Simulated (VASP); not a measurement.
A run of VASP 6.6.1 is set up as follows.

INCAR

```
PREC     = Accurate       # precision mode
ENCUT    = 520            # plane-wave cutoff, eV
EDIFF    = 1E-6           # SCF threshold, eV
ISMEAR   = -1             # smearing method
SIGMA    = 0.05           # smearing width, eV
LREAL    = False          # projectors in reciprocal space
LASPH    = True           # aspherical terms in the spheres
NELM     = 60             # most SCF steps
ALGO     = Normal         # electronic algorithm
ISIF     = 2              # what is computed and relaxed
LWAVE    = False          # write WAVECAR
LCHARG   = False          # write CHGCAR
GGA      = B5             # functional
ALDAX    = 1.0          
AGGAX    = 1.0          
AGGAC    = 1.0          
ALDAC    = 0.0          
NBANDS   = 25             # bands
```

The input KPOINTS:

```
regular mesh
0
Gamma
  9 9 9
```

File POSCAR:

```
CO2
1.0
   -2.0007989229      2.0007989229      3.0135315484
    2.0007989229     -2.0007989229      3.0135315484
    2.0007989229      2.0007989229     -3.0135315484
O C
4 2
Direct
    0.8750000000      0.9631347338      0.5881347338
    0.3750000000      0.2868652662      0.4118652662
    0.0368652662      0.6250000000      0.9118652662
    0.7131347338      0.1250000000      0.0881347338
    0.0000000000      0.0000000000      0.0000000000
    0.7500000000      0.2500000000      0.5000000000
```

Potentials or basis: VASP PAW PBE potentials, release 64 (O, C).

Run with:

```bash
$ cat potpaw_PBE.64/O/POTCAR potpaw_PBE.64/C/POTCAR > POTCAR
$ mpirun -np 1 vasp_std > vasp.out
```

Problem. What does it give for the largest force?

Solution. 0.098 eV/Å.

Problem. Estimate the band gap on the k mesh.

Solution. 7.65 eV, indirect (least direct gap 8.02 eV).

Forces on the atoms (eV/Å):
```
O   -0.098  0.000  0.000
O    0.098  0.000  0.000
O    0.000  0.098  0.000
O    0.000 -0.098  0.000
C    0.000  0.000  0.000
C    0.000  0.000  0.000
```

Caveat: the PAW data sets were made with another functional, which shifts forces and pressure a little. Expect the measured gap to be larger: semilocal functionals such as BLYP lack the derivative discontinuity.
